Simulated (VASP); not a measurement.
Crystal: CdS.

```
Cd S
1.0
     4.19696    0.00000    0.00000
    -2.09848    3.63467    0.00000
     0.00000    0.00000    6.82791
Cd S
2 2
Direct
  0.33333 0.66667 0.99920
  0.66667 0.33333 0.49920
  0.33333 0.66667 0.37580
  0.66667 0.33333 0.87580
```

* Program: VASP 6.6.1
* Task: relaxation of cell and atoms
* Functional: PBE
* Dispersion: D3(BJ)
* Potentials or basis: VASP PAW PBE potentials, release 64 (Cd, S)
* Cutoff: 600 eV
* k mesh: 6 × 6 × 4
* Occupations: gaussian, width 0.02 eV
* Spin: no spin polarisation

At the start: pressure -1.8 GPa; volume 26.04 Å³/atom.

Q: Where does the relaxation end?

A: Over 3 steps the energy falls by 4.7 meV/atom and the volume is 25.21 Å³/atom (-3.2 %); space group P6_3mc (No. 186, to 0.05 Å).

Step by step:
| step | energy change (eV) | largest force (eV/Å) | pressure (GPa) | volume (Å³) |
| --- | --- | --- | --- | --- |
| 1 | 0.0000 | 0.0020 | -1.76 | 104.16 |
| 2 | -0.0170 | 0.0053 | 0.58 | 99.90 |
| 3 | -0.0187 | 0.0044 | 0.01 | 100.86 |

Final structure:
```xyz
4
Lattice="4.1520 0.0000 0.0000 -2.0760 3.5958 0.0000 0.0000 0.0000 6.7556" Properties=species:S:1:pos:R:3 pbc="T T T"
Cd    0.0000    2.3972    6.7502
Cd    2.0760    1.1986    3.3724
S     0.0000    2.3972    2.5387
S     2.0760    1.1986    5.9165
```
